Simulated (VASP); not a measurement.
A run of VASP 6.6.1 is set up as follows.

INCAR

```
SYSTEM = B
ALGO = Normal
EDIFF = 1E-6
EDIFFG = -0.04
ENCUT = 600
GGA = PE
IBRION = 2
ISIF = 3
ISMEAR = 0
LASPH = .True.
LCHARG = .False.
LREAL = .False.
LWAVE = .False.
NELM = 100
NSW = 90
PREC = Accurate
SIGMA = 0.1
```

Contents of KPOINTS:

```
k-points
0
Gamma
  8 8 8
  0 0 0
```

File POSCAR:

```
B
1.0
    2.0444320500      0.0000000000      0.0000000000
    0.0000000000      2.0444320500      0.0000000000
    0.0000000000      0.0000000000      2.3765545600
B
2
Direct
    0.5000000000      0.5000000000      0.7463208400
    0.5000000000      0.5000000000      0.2536791600
```

Potentials or basis: VASP PAW PBE potentials, release 64 (B).

The run is started by

```sh
$ cat potpaw_PBE.64/B/POTCAR > POTCAR
$ mpirun -np 1 vasp_std > vasp.out
```

Question: What does it give for the relaxed volume?

Answer: 7.20 Å³/atom.

Question: What does it give for the space group after relaxing (to 0.1 Å)?

Answer: P4/mmm (No. 123).

Question: Estimate the relaxed cell.

Answer: a = 1.842 Å, b = 1.842 Å, c = 4.241 Å, α = 90.00°, β = 90.00°, γ = 90.00°.

Question: Estimate the band gap on the k mesh.

Answer: Zero (bands 3 and 4 overlap by 4.70 eV).

Forces on the atoms (eV/Å):
```
B    0.000  0.000  0.007
B    0.000  0.000 -0.007
```

Caveat: the k points lie up to 0.43 Å⁻¹ apart in the final cell, too coarse for converged energies and pressures of a metal; the volume moved by over 15 % at a fixed basis, so the end points are rough.
